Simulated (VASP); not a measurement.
AlNi: single point with PBEsol

The system is AlNi.

```
CELL_PARAMETERS angstrom
2.86115 0.00000 0.00000
0.00000 2.86115 0.00000
0.00000 0.00000 2.86115
ATOMIC_POSITIONS crystal
Ni 0.50000 0.50000 0.50000
Al 0.00000 0.00000 0.00000
```

```
Program             : VASP 6.6.1
Task                : single point
Functional          : PBEsol
Potentials or basis : VASP PAW PBE potentials, release 64 (Ni, Al)
Cutoff              : 520 eV
k mesh              : 9 × 9 × 9
Occupations         : fermi-dirac, width 0.05 eV
Spin                : collinear spin, ferromagnetic start
Starting moments    : [1.0, 0.0] μB
```

| Item | Value |
| --- | --- |
| Pressure | 0.2 GPa |
| Net moment | 0.00 μB per cell |
| Valence electrons inside the program's atomic spheres | Ni 9.51; Al 0.81 |

Levels at points of the mesh, in eV from the Fermi level:
Spin up:
| k point | band 2 | band 3 | band 4 | band 5 | band 6 | band 7 | band 8 | band 9 | band 10 | band 11 |
| --- | --- | --- | --- | --- | --- | --- | --- | --- | --- | --- |
| (0.00, 0.00, 0.00) | -3.36 | -3.36 | -1.61 | -1.61 | -1.61 | 5.58 | 5.58 | 5.58 | 8.20 | 8.20 |
Spin down:
| k point | band 4 | band 5 | band 6 | band 7 | band 8 | band 9 |
| --- | --- | --- | --- | --- | --- | --- |
| (0.00, 0.00, 0.00) | -1.61 | -1.61 | -1.61 | 5.58 | 5.58 | 5.58 |

Run time: 69 s on 1 thread of AMD EPYC 7R13, on a shared host, peak memory 0.13 GiB.

Caveat: the PAW data sets were made with another functional, which shifts forces and pressure a little.
